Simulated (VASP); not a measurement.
# Ni (Im-3m) in VASP: density of states with PBE

Aim: the density of states of Ni with PBE.

All numbers are computed with VASP 6.6.1; they aren't measurements. Logs are shortened: lines on timing, memory, paths and dates and some standing lists are left out, and cuts for length are marked.

### 1 The cell of the first run

The structure is cubic, space group Im-3m (No. 229). Conventional cell: a = 2.800 Å, b = 2.800 Å, c = 2.800 Å, α = 90.00°, β = 90.00°, γ = 90.00°. Ni (site symmetry m-3m) has 14 Ni at 2.43 to 2.80 Å within 3.2 Å.

### 2 Density of states, PBE, collinear spin, ferromagnetic start

Input file POSCAR:

```
Ni
1.0
   -1.4002437888      1.4002437888      1.4002437888
    1.4002437888     -1.4002437888      1.4002437888
    1.4002437888      1.4002437888     -1.4002437888
Ni
1
Direct
    0.0000000000      0.0000000000      0.0000000000
```

Input file INCAR.step1:

```
SYSTEM = Ni
PREC = Accurate
ENCUT = 520
EDIFF = 1E-6
ISMEAR = -1
SIGMA = 0.05
LREAL = .FALSE.
LASPH = .TRUE.
NELM = 150
ALGO = Normal
ISIF = 2
LWAVE = .FALSE.
LCHARG = .TRUE.
ISPIN = 2
MAGMOM = 1
LMAXMIX = 4
GGA = PE
NBANDS = 15
```

Input file KPOINTS.step1:

```
Automatic mesh
0
G
  19 19 19
  0 0 0
```

Input file INCAR.step2:

```
SYSTEM = Ni
PREC = Accurate
ENCUT = 520
EDIFF = 1E-6
ISMEAR = -5
SIGMA = 0.05
LREAL = .FALSE.
LASPH = .TRUE.
NELM = 150
ALGO = Normal
ISIF = 2
LWAVE = .FALSE.
LCHARG = .FALSE.
ISPIN = 2
MAGMOM = 1
LORBIT = 11
LMAXMIX = 4
GGA = PE
NBANDS = 15
NEDOS = 1001
ICHARG = 11
```

Input file KPOINTS.step2:

```
Automatic mesh
0
G
  29 29 29
  0 0 0
```

Potentials or basis: VASP PAW PBE potentials, release 64 (Ni).

Started as:

```
$ cat potpaw_PBE.64/Ni/POTCAR > POTCAR
$ cp INCAR.step1 INCAR
$ cp KPOINTS.step1 KPOINTS
$ mpirun -np 1 vasp_std > vasp.out
$ cp INCAR.step2 INCAR
$ cp KPOINTS.step2 KPOINTS
$ mpirun -np 1 vasp_std > vasp.out
```

OUTCAR:

```text
SYSTEM = Ni
   PREC = Accurate
   ENCUT = 520
   EDIFF = 1E-6
   ISMEAR = -5
   LREAL = .FALSE.
   LASPH = .TRUE.
   NELM = 150
   ISIF = 2
   ISPIN = 2
   LORBIT = 11
   GGA = PE
   ICHARG = 11

 ion  position               nearest neighbor table
   1  0.000  0.000  0.000-

  LATTYP: Found a body centered cubic cell.
 ALAT       =     2.8004875776

  Lattice vectors:

 A1 = (  -1.4002437888,   1.4002437888,   1.4002437888)
 A2 = (   1.4002437888,  -1.4002437888,   1.4002437888)
 A3 = (   1.4002437888,   1.4002437888,  -1.4002437888)

Analysis of symmetry for initial positions (statically):
=====================================================================
 Subroutine PRICEL returns:
 Original cell was already a primitive cell.

 Routine SETGRP: Setting up the symmetry group for a
 body centered cubic supercell.

 Subroutine GETGRP returns: Found 48 space group operations
 (whereof 48 operations were pure point group operations)
 out of a pool of 48 trial point group operations.

The static configuration has the point symmetry O_h .

Analysis of symmetry for dynamics (positions and initial velocities):
=====================================================================
 Subroutine PRICEL returns:
 Original cell was already a primitive cell.

 Routine SETGRP: Setting up the symmetry group for a
 body centered cubic supercell.

 Subroutine GETGRP returns: Found 48 space group operations
 (whereof 48 operations were pure point group operations)
 out of a pool of 48 trial point group operations.

The dynamic configuration has the point symmetry O_h .

Analysis of structural, dynamic, and magnetic symmetry:
=====================================================================
 Subroutine PRICEL returns:
 Original cell was already a primitive cell.

 Routine SETGRP: Setting up the symmetry group for a
 body centered cubic supercell.

 Subroutine GETGRP returns: Found 48 space group operations
 (whereof 48 operations were pure point group operations)
 out of a pool of 48 trial point group operations.

The overall configuration has the point symmetry O_h .

 Subroutine INISYM returns: Found 48 space group operations
 (whereof 48 operations are pure point group operations),
 and found     1 'primitive' translations

----------------------------------------------------------------------------------------

                                     Primitive cell

  volume of cell :      10.9817

  direct lattice vectors                    reciprocal lattice vectors
    -1.400243789  1.400243789  1.400243789     0.000000000  0.357080677  0.357080677
     1.400243789 -1.400243789  1.400243789     0.357080677  0.000000000  0.357080677
     1.400243789  1.400243789 -1.400243789     0.357080677  0.357080677  0.000000000

  length of vectors
     2.425293385  2.425293385  2.425293385     0.504988336  0.504988336  0.504988336

  position of ions in fractional coordinates (direct lattice)
     0.000000000  0.000000000  0.000000000

  ion indices of the primitive-cell ions
   primitive index   ion index
                 1           1

----------------------------------------------------------------------------------------

 KPOINTS: Automatic mesh

Automatic generation of k-mesh.
 Grid dimensions read from file:
 generate k-points for:   29   29   29

 Generating k-lattice:

  Cartesian coordinates                     Fractional coordinates (reciprocal lattice)
     0.000000000  0.012313127  0.012313127     0.034482759  0.000000000  0.000000000
     0.012313127  0.000000000  0.012313127     0.000000000  0.034482759  0.000000000
     0.012313127  0.012313127  0.000000000     0.000000000  0.000000000  0.034482759

  Length of vectors
     0.017413391  0.017413391  0.017413391

  Shift w.r.t. Gamma in fractional coordinates (k-lattice)
     0.000000000  0.000000000  0.000000000

 TETIRR: Found  29434 inequivalent tetrahedra from   146334

 Subroutine IBZKPT returns following result:
 ===========================================

 Found    680 irreducible k-points:

 Following reciprocal coordinates:
            Coordinates               Weight
  0.000000  0.000000  0.000000      1.000000
  0.034483  0.000000  0.000000     12.000000
  0.068966  0.000000  0.000000     12.000000
  0.103448  0.000000  0.000000     12.000000
  0.137931  0.000000  0.000000     12.000000
  0.172414  0.000000  0.000000     12.000000
[... 16 lines left out ...]
  0.275862  0.034483  0.000000     48.000000
  0.310345  0.034483  0.000000     48.000000
 [... further k-points ...]
   k-points           NKPTS =    680   k-points in BZ     NKDIM =    680   number of bands    NBANDS=     15
   number of dos      NEDOS =   1001   number of ions     NIONS =      1
   total plane-waves  NPLWV =   5832
   dimension x,y,z NGX =    18 NGY =   18 NGZ =   18
   dimension x,y,z NGXF=    36 NGYF=   36 NGZF=   36
   ions per type =               1
   NGX,Y,Z   is equivalent  to a cutoff of  12.34, 12.34, 12.34 a.u.
   NGXF,Y,Z  is equivalent  to a cutoff of  24.68, 24.68, 24.68 a.u.
 SYSTEM =  Ni
   PREC   = accura    normal or accurate (medium, high low for compatibility)
   ISTART =      0    job   : 0-new  1-cont  2-samecut
   ICHARG =     11    charge: 1-file 2-atom 10-const
   ISPIN  =      2    spin polarized calculation?
   LNONCOLLINEAR =      F non collinear calculations
   LSORBIT =      F    spin-orbit coupling
   LASPH  =      T    aspherical Exc in radial PAW
   ENCUT  =  520.0 eV  38.22 Ry    6.18 a.u.   4.51  4.51  4.51*2*pi/ulx,y,z
   NELM   =    150;   NELMIN=  2; NELMDL=  0     # of ELM steps
   EDIFF  = 0.1E-05   stopping-criterion for ELM
   LREAL  =      F    real-space projection
[... 7 lines left out ...]
   TEBEG  =    0.0;   TEEND  =   0.0 temperature during run
   PSTRESS=    0.0 pullay stress
   NELECT =      10.0000    total number of electrons
   NUPDOWN=      -1.0000    fix difference up-down
   EMIN   =  10.00;   EMAX   =-10.00  energy-range for DOS
   EFERMI =   0.00;   METHOD = LEGACY
   ISMEAR =    -5;   SIGMA  =   0.05  broadening in eV -4-tet -1-fermi 0-gaus
   EFERMI_NEDOS =   21; number of points for ismear=-14 and -15
   IALGO  =     38    algorithm
   IMIX   =      4    mixing-type and parameters
     AMIX     =   0.40;   BMIX     =  1.00
     AMIX_MAG =   1.60;   BMIX_MAG =  1.00
  volume/ion in A,a.u.               =      10.98        74.11
  Fermi-wavevector in a.u.,A,eV,Ry     =   1.586784  2.998587 34.257889  2.517884
  Thomas-Fermi vector in A             =   2.686042
   LORBIT       =     11    0 simple, 1 ext, 2 COOP (PROOUT), +10 PAW based schemes
   GGA     = PE    functional components
   LHFCALC =     F    Hartree Fock is set to
   AEXX    =    0.0000 exact exchange contribution
   IVDW    =     0    specifies the selected vdW correction
   LEPSILON=     F    determine dielectric tensor
   LRPA    =     F    only Hartree local field effects (RPA)
 spin polarized calculation
 Fermi weights with tetrahedron method with Bloechl corrections
  energy-cutoff  :      520.00
  volume of cell :       10.98
 maximum number of plane-waves:       321
 NGX is ok and might be reduce to    18

 number of electron       9.9999984 magnetization       0.5347210

 Free energy of the ion-electron system (eV)
  ---------------------------------------------------
  ext. energy  EPLUGINS =         0.00000000
  ---------------------------------------------------
  free energy    TOTEN  =        -5.37655500 eV

  energy without entropy =       -5.37655500  energy(sigma->0) =       -5.37655500

 E-fermi :   9.1055     XC(G=0): -13.1948

 val. band max:        9.1027215019   @ k =  -0.2414   0.2414   0.1379
 cond. band min:       9.0038837684   @ k =   0.4483   0.0000   0.0000
 fundamental gap:     -0.0988377334
 Fermi energy:         9.1055491995

 spin component 1

 k-point     1 :       0.0000    0.0000    0.0000
  band No.  band energies     occupation
      1       0.2978      1.00000
      2       6.8661      1.00000
      3       6.8661      1.00000
      4       6.8661      1.00000
      5       8.2636      1.00000
      6       8.2636      1.00000
      7      35.4800      0.00000
      8      35.4800      0.00000
      9      35.4800      0.00000
     10      40.3156      0.00000
     11      40.3156      0.00000
     12      41.2120      0.00000
     13      41.2120      0.00000
     14      41.2121      0.00000
     15      42.0416      0.00000
[... 397 lines left out ...]
 k-point    24 :       0.3103    0.0345    0.0000
  band No.  band energies     occupation
      1       3.8424      1.00000
      2       6.1973      1.00000
      3       7.0289      1.00000
      4       8.0854      1.00000
      5       8.3690      1.00000
      6       8.4633      1.00000
      7      20.9202      0.00000
      8      29.2262      0.00000
      9      30.6416      0.00000
     10      33.5939      0.00000
     11      36.7086      0.00000
     12      42.4913      0.00000
     13      45.2057      0.00000
     14      52.1451      0.00000
     15      54.8665      0.00000

 [... further k-points ...]

 spin component 2

 k-point     1 :       0.0000    0.0000    0.0000
  band No.  band energies     occupation
      1       0.2809      1.00000
      2       7.5193      1.00000
      3       7.5193      1.00000
      4       7.5193      1.00000
      5       8.7283      1.00000
      6       8.7283      1.00000
      7      35.3776      0.00000
      8      35.3776      0.00000
      9      35.3776      0.00000
     10      40.2390      0.00000
     11      40.2390      0.00000
     12      41.3856      0.00000
     13      41.3856      0.00000
     14      41.3856      0.00000
     15      42.1874      0.00000
[... 397 lines left out ...]
 k-point    24 :       0.3103    0.0345    0.0000
  band No.  band energies     occupation
      1       3.9425      1.00000
      2       6.8048      1.00000
      3       7.4099      1.00000
      4       8.6221      1.00000
      5       8.8447      1.00000
      6       9.1650      0.15788
      7      21.0785      0.00000
      8      29.1935      0.00000
      9      30.7536      0.00000
     10      33.6677      0.00000
     11      36.7792      0.00000
     12      42.4999      0.00000
     13      45.2152      0.00000
     14      52.1619      0.00000
     15      55.4092      0.00000

 [... further k-points ...]
[... 5 lines left out ...]
  --------------------------------------------------------------------------------------
  -------------------------------------------------------------------------------------
  Total        0.0131779      0.0131779      0.0131779      0.0000000     -0.0000000     -0.0000000
  in kB        1.9225902      1.9225902      1.9225902      0.0000000     -0.0000000     -0.0000000
  external PRESSURE =       1.9225902 kB  Pullay stress =       0.0000000 kB

 VOLUME and BASIS-vectors are now :
 -----------------------------------------------------------------------------
  energy-cutoff  :      520.00
  volume of cell :       10.98
      direct lattice vectors                 reciprocal lattice vectors
    -1.400243789  1.400243789  1.400243789     0.000000000  0.357080677  0.357080677
     1.400243789 -1.400243789  1.400243789     0.357080677  0.000000000  0.357080677
     1.400243789  1.400243789 -1.400243789     0.357080677  0.357080677  0.000000000

 POSITION                                       TOTAL-FORCE (eV/Angst)
 -----------------------------------------------------------------------------------
      0.00000      0.00000      0.00000        -0.000000      0.000000      0.000000
 -----------------------------------------------------------------------------------
    total drift:                                0.000000      0.000000      0.000000

  FREE ENERGIE OF THE ION-ELECTRON SYSTEM (eV)
  ---------------------------------------------------
  free  energy   TOTEN  =        -5.3765549954 eV

  energy  without entropy=       -5.3765549954  energy(sigma->0) =       -5.37655500

 total charge

# of ion       s       p       d       tot
------------------------------------------
    1        0.487   0.479   8.332   9.299

 magnetization (x)

# of ion       s       p       d       tot
------------------------------------------
    1       -0.004  -0.017   0.571   0.550
```

Wall time 2.7 min (1 thread of Intel Xeon Platinum 8259CL at 2.50GHz (Skylake/Cascade Lake), shared host); peak memory 0.42 GiB.

What came out:

```
Net moment                                            : 0.53 μB per cell
Site moments                                          : Ni +0.55 μB
Valence electrons inside the program's atomic spheres : Ni 9.30
```

Caveat: tetrahedron occupations give inexact forces and stress in metals.
